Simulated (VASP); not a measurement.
# Sb (R-3m) in VASP: a series of runs, part 2 of 2

VASP 6.6.1. The steps go on from the part before.

### 4 Single point, BHLYP

This run uses another cell than the first one, of 29.60 Å³/atom.

Input file POSCAR:

```
Sb
1.0
    2.1397418462      1.2353805309      3.7327777635
   -2.1397418462      1.2353805309      3.7327777635
    0.0000000000     -2.4707610619      3.7327777635
Sb
2
Direct
    0.7665100000      0.7665100000      0.7665100000
    0.2334900000      0.2334900000      0.2334900000
```

Input file INCAR.step1:

```
  PREC = Accurate
  ENCUT = 520
  EDIFF = 1E-5
  ISMEAR = -1
  SIGMA = 0.05
  LREAL = F
  LASPH = T
  NELM = 60
  ALGO = Normal
  ISIF = 2
  LWAVE = T
  LCHARG = F
  GGA = PE
  NBANDS = 12
```

Input file INCAR.step2:

```
  PREC = Accurate
  ENCUT = 520
  EDIFF = 1E-6
  ISMEAR = -1
  SIGMA = 0.05
  LREAL = F
  LASPH = T
  NELM = 60
  ALGO = Normal
  ISIF = 2
  LWAVE = F
  LCHARG = F
  GGA = B5
  LHFCALC = T
  AEXX = 0.5
  ALDAX = 0.5
  AGGAX = 0.5
  AGGAC = 1.0
  ALDAC = 0.0
  PRECFOCK = Normal
  ISTART = 1
  NBANDS = 12
```

Input file KPOINTS:

```
Automatic mesh
0
Gamma
  4 4 4
```

Potentials or basis: VASP PAW PBE potentials, release 64 (Sb).

Launch:

```sh
cat potpaw_PBE.64/Sb/POTCAR > POTCAR
cp INCAR.step1 INCAR
mpirun -np 1 vasp_std > vasp.out
cp INCAR.step2 INCAR
mpirun -np 1 vasp_std > vasp.out
```

OUTCAR:

```text
PREC = Accurate
   ENCUT = 520
   EDIFF = 1E-6
   ISMEAR = -1
   LREAL = F
   LASPH = T
   NELM = 60
   ISIF = 2
   GGA = B5
   LHFCALC = T
   AEXX = 0.5
   PRECFOCK = Normal
   ISTART = 1

 ion  position               nearest neighbor table
   1  0.767  0.767  0.767-   2 2.89   2 2.89   2 2.89   2 3.33   2 3.33   2 3.33
   2  0.233  0.233  0.233-   1 2.89   1 2.89   1 2.89   1 3.33   1 3.33   1 3.33

  LATTYP: Found a trigonal (rhomboedric) cell.
 ALAT       =     4.4764148664
 COS(alpha) =     0.5430253624

  Lattice vectors:

 A1 = (   2.1397418462,   1.2353805309,   3.7327777635)
 A2 = (  -2.1397418462,   1.2353805309,   3.7327777635)
 A3 = (   0.0000000000,  -2.4707610619,   3.7327777635)

Analysis of symmetry for initial positions (statically):
=====================================================================
 Subroutine PRICEL returns:
 Original cell was already a primitive cell.

 Routine SETGRP: Setting up the symmetry group for a
 trigonal (rhombohedral) supercell.

 Subroutine GETGRP returns: Found 12 space group operations
 (whereof 12 operations were pure point group operations)
 out of a pool of 12 trial point group operations.

The static configuration has the point symmetry D_3d.

Analysis of symmetry for dynamics (positions and initial velocities):
=====================================================================
 Subroutine PRICEL returns:
 Original cell was already a primitive cell.

 Routine SETGRP: Setting up the symmetry group for a
 trigonal (rhombohedral) supercell.

 Subroutine GETGRP returns: Found 12 space group operations
 (whereof 12 operations were pure point group operations)
 out of a pool of 12 trial point group operations.

The dynamic configuration has the point symmetry D_3d.

 Subroutine INISYM returns: Found 12 space group operations
 (whereof 12 operations are pure point group operations),
 and found     1 'primitive' translations

----------------------------------------------------------------------------------------

                                     Primitive cell

  volume of cell :      59.2032

  direct lattice vectors                    reciprocal lattice vectors
     2.139741846  1.235380531  3.732777764     0.233673048  0.134911197  0.089299003
    -2.139741846  1.235380531  3.732777764    -0.233673048  0.134911197  0.089299003
     0.000000000 -2.470761062  3.732777764     0.000000000 -0.269822395  0.089299003

  length of vectors
     4.476414866  4.476414866  4.476414866     0.284215476  0.284215476  0.284215476

  position of ions in fractional coordinates (direct lattice)
     0.766510000  0.766510000  0.766510000
     0.233490000  0.233490000  0.233490000

  ion indices of the primitive-cell ions
   primitive index   ion index
                 1           1
                 2           2

----------------------------------------------------------------------------------------

 KPOINTS: Automatic mesh

[... 38 lines left out ...]
   number of dos      NEDOS =    301   number of ions     NIONS =      2
   total plane-waves  NPLWV =  46656
   dimension x,y,z NGX =    36 NGY =   36 NGZ =   36
   dimension x,y,z NGXF=    72 NGYF=   72 NGZF=   72
   ions per type =               2
   NGX,Y,Z   is equivalent  to a cutoff of  13.37, 13.37, 13.37 a.u.
   NGXF,Y,Z  is equivalent  to a cutoff of  26.74, 26.74, 26.74 a.u.
 SYSTEM =  unknown system
   PREC   = accura    normal or accurate (medium, high low for compatibility)
   ISTART =      1    job   : 0-new  1-cont  2-samecut
   ICHARG =      0    charge: 1-file 2-atom 10-const
   ISPIN  =      1    spin polarized calculation?
   LNONCOLLINEAR =      F non collinear calculations
   LSORBIT =      F    spin-orbit coupling
   LASPH  =      T    aspherical Exc in radial PAW
   ENCUT  =  520.0 eV  38.22 Ry    6.18 a.u.   8.32  8.32  8.32*2*pi/ulx,y,z
   NELM   =     60;   NELMIN=  2; NELMDL=  0     # of ELM steps
   EDIFF  = 0.1E-05   stopping-criterion for ELM
   LREAL  =      F    real-space projection
   EDIFFG = 0.1E-04   stopping-criterion for IOM
   NSW    =      0    number of steps for IOM
   IBRION =     -1    ionic relax: 0-MD 1-quasi-New 2-CG
   NFREE  =      0    steps in history (QN), initial steepest desc. (CG)
   ISIF   =      2    stress and relaxation
   ISYM   =      3    0-nonsym 1-usesym 2-fastsym
   POTIM  = 0.5000    time-step for ionic-motion
   TEBEG  =    0.0;   TEEND  =   0.0 temperature during run
   PSTRESS=    0.0 pullay stress
   NELECT =      10.0000    total number of electrons
   NUPDOWN=      -1.0000    fix difference up-down
   EMIN   =  10.00;   EMAX   =-10.00  energy-range for DOS
   EFERMI =   0.00;   METHOD = LEGACY
   ISMEAR =    -1;   SIGMA  =   0.05  broadening in eV -4-tet -1-fermi 0-gaus
   EFERMI_NEDOS =   21; number of points for ismear=-14 and -15
   IALGO  =     38    algorithm
   IMIX   =      1    mixing-type and parameters
     AMIX     =   0.40;   BMIX     =  1.00
     AMIX_MAG =   1.60;   BMIX_MAG =  1.00
  volume/ion in A,a.u.               =      29.60       199.76
  Fermi-wavevector in a.u.,A,eV,Ry     =   0.904954  1.710114 11.142370  0.818941
  Thomas-Fermi vector in A             =   2.028463
   LORBIT       =      0    0 simple, 1 ext, 2 COOP (PROOUT), +10 PAW based schemes
   GGA     = B5    functional components
   LHFCALC =     T    Hartree Fock is set to
   PRECFOCK=normal    Normal, Fast or Accurate (Low or Medium for compatibility)
   ENCUT4O =  -1.0   cutoff for four orbital integrals eV
   NKREDX  =     1    reduce k-point grid by
   NKREDY  =     1    reduce k-point grid by
   NKREDZ  =     1    reduce k-point grid by
   AEXX    =    0.5000 exact exchange contribution
   HFSCREEN=    0.0000 screening length (either q_TF or 0.3 A-1)
   HFSCREENC=   0.0000 screening length for correlation (either q_TF or 0.3 A-1)
   ENCUTFOCK=  -1.0 apply spherical cutoff to Coloumb kernel
   IVDW    =     0    specifies the selected vdW correction
   LEPSILON=     F    determine dielectric tensor
   LRPA    =     F    only Hartree local field effects (RPA)
 non-spin polarized calculation
  energy-cutoff  :      520.00
  volume of cell :       59.20
 maximum number of plane-waves:      1608
 NGX is ok and might be reduce to    36
  NGX = 28; NGY = 28; NGZ = 28

 number of electron      10.0000000 magnetization

 Free energy of the ion-electron system (eV)
  ---------------------------------------------------
  ext. energy  EPLUGINS =         0.00000000
  ---------------------------------------------------
  free energy    TOTEN  =       -14.25946308 eV

  energy without entropy =      -14.25946307  energy(sigma->0) =      -14.25946307

 E-fermi :   7.8034     XC(G=0):  -4.9705

 val. band max:        7.0427972694   @ k =   0.5000   0.5000   0.5000
 cond. band min:       8.6394760760   @ k =   0.5000  -0.0000   0.0000
 fundamental gap:      1.5966788067
 Fermi energy:         7.8033539347

 k-point     1 :       0.0000    0.0000    0.0000
  band No.  band energies     occupation
      1      -8.9208      2.00000
      2       1.4020      2.00000
      3       3.8171      2.00000
      4       4.1678      2.00000
      5       4.1678      2.00000
      6      11.1571      0.00000
      7      11.9670      0.00000
      8      11.9670      0.00000
      9      14.7066      0.00000
     10      14.7066      0.00000
     11      14.9006      0.00000
     12      16.6358      0.00000
[... 166 lines left out ...]
 k-point    13 :       0.5000    0.5000    0.5000
  band No.  band energies     occupation
      1      -7.0421      2.00000
      2      -4.3768      2.00000
      3       4.8076      2.00000
      4       4.8076      2.00000
      5       7.0428      2.00000
      6       8.6517      0.00000
      7       8.6517      0.00000
      8       9.5798      0.00000
      9      17.0620      0.00000
     10      18.6224      0.00000
     11      18.6224      0.00000
     12      19.3662      0.00000

------------------------ aborting loop because EDIFF is reached ----------------------------------------

  FORCE on cell =-STRESS in cart. coord.  units (eV):
  Direction    XX          YY          ZZ          XY          YZ          ZX
  --------------------------------------------------------------------------------------
  -------------------------------------------------------------------------------------
  Total        0.1113542      0.1113542      0.3410283     -0.0000000     -0.0000000     -0.0000000
  in kB        3.0135036      3.0135036      9.2290176     -0.0000000     -0.0000000     -0.0000000
  external PRESSURE =       5.0853416 kB  Pullay stress =       0.0000000 kB

 VOLUME and BASIS-vectors are now :
 -----------------------------------------------------------------------------
  energy-cutoff  :      520.00
  volume of cell :       59.20
      direct lattice vectors                 reciprocal lattice vectors
     2.139741846  1.235380531  3.732777764     0.233673048  0.134911197  0.089299003
    -2.139741846  1.235380531  3.732777764    -0.233673048  0.134911197  0.089299003
     0.000000000 -2.470761062  3.732777764     0.000000000 -0.269822395  0.089299003

 POSITION                                       TOTAL-FORCE (eV/Angst)
 -----------------------------------------------------------------------------------
      0.00000     -0.00000      8.58363         0.000000     -0.000000      1.092626
      0.00000     -0.00000      2.61470         0.000000      0.000000     -1.092626
 -----------------------------------------------------------------------------------
    total drift:                                0.000000     -0.000000     -0.000000

  FREE ENERGIE OF THE ION-ELECTRON SYSTEM (eV)
  ---------------------------------------------------
  free  energy   TOTEN  =       -14.2594630805 eV

  energy  without entropy=      -14.2594630673  energy(sigma->0) =      -14.25946307
```

Run time: 29 min. Hardware: 1 thread of Intel Xeon 8259CL, shared host; peak memory 0.21 GiB.

What came out:

```yaml
Free_energy: -14.2595 eV
Pressure: 0.5 GPa
Largest_force: 1.093 eV/Å
Band_gap_on_the_k_mesh: 1.60 eV (least direct gap 1.61 eV)
```

Forces on the atoms (eV/Å):
```
Sb   0.000  0.000  1.093
Sb   0.000  0.000 -1.093
```

Levels at points of the mesh, in eV from the valence-band top:
```tsv
k point	band 1	band 2	band 3	band 4	band 5	band 6	band 7	band 8	band 9	band 10
(0.00, 0.00, 0.00)	-15.96	-5.64	-3.23	-2.88	-2.88	4.11	4.92	4.92	7.66	7.66
(0.50, 0.00, 0.00)	-13.08	-12.19	-3.02	-2.83	-0.80	1.60	2.02	2.12	10.66	11.11
(0.50, 0.50, 0.00)	-13.00	-10.04	-7.21	-5.28	-5.14	3.65	7.64	8.32	10.06	11.45
(0.50, 0.50, 0.50)	-14.08	-11.42	-2.24	-2.24	0.00	1.61	1.61	2.54	10.02	11.58
```

Caveat: the k points lie up to 0.45 Å⁻¹ apart; the PAW data sets were made with another functional, which shifts forces and pressure a little; spin-orbit coupling is left out, which moves the levels of the heavy elements. A k mesh can miss the band edges.

### 5 Summary

```csv
level,potentials or basis,cell,cutoff (eV),share of exact exchange,screening parameter,gap on the mesh (eV),pressure (GPa),largest force (eV/Å)
PBEsol-based screened hybrid with 25 % exact exchange,"VASP PAW PBE potentials, release 64 (Sb_d_GW)","a = 4.507 Å, angles 57.1°, 2 atoms",400,0.25,0.207 1/Å,-,-1.2,0.38
B3LYP5,"VASP PAW PBE potentials, release 64 (Sb_d_GW)","a = 4.507 Å, angles 57.1°, 2 atoms",400,0.2,-,0.81,4.4,0.35
BHLYP,"VASP PAW PBE potentials, release 64 (Sb)","a = 4.476 Å, angles 57.1°, 2 atoms",520,0.5,-,1.60,0.5,1.09
```

Alike in all rows: task single point; no spin polarisation; k mesh 4 × 4 × 4; smearing fermi-dirac 0.05 eV.

Caveats: all runs use coarse meshes; the PAW data sets were made with another functional, which shifts forces and pressure a little; spin-orbit coupling is left out, which moves the levels of the heavy elements.

Total energies depend on the potentials used, so only differences within one code and one set of settings carry meaning.
